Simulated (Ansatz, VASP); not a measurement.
**AlN: VASP beside Ansatz**

```
Al N
1.0
     0.04318    2.15989    2.15989
     2.15989    0.04318    2.15989
     2.15989    2.15989    0.04318
Al N
1 1
Direct
  0.50000 0.50000 0.50000
  0.00000 0.00000 0.00000
```

Alike in both runs: task single point; functional PBE; k mesh 10 × 10 × 10; occupations gaussian, width 0.05 eV; no spin polarisation.

|  | VASP | Ansatz |
| --- | --- | --- |
| version | VASP 6.6.1 | Ansatz 0.2.0 |
| potentials or method | VASP PAW PBE potentials, release 64 (Al, N), cutoff 520 eV | scalar-relativistic, plane waves, PAW |
| valence electrons in the cell | 8 | 8 |

Ansatz gave:

* gap on the k mesh at the Fermi level (eV): 2.95
* least direct gap on the mesh (eV): 3.29
* pressure (GPa): -27.5
* traceless stress, the component that is largest in VASP (GPa): -5.11

Task: Estimate VASP's values.

Result: gap on the k mesh at the Fermi level (eV): 2.94; least direct gap on the mesh (eV): 3.29; pressure (GPa): -27.7; traceless stress, the component that is largest in VASP (GPa): -5.11.

With one functional, cell and mesh, what is left measures potentials, basis and numerics.
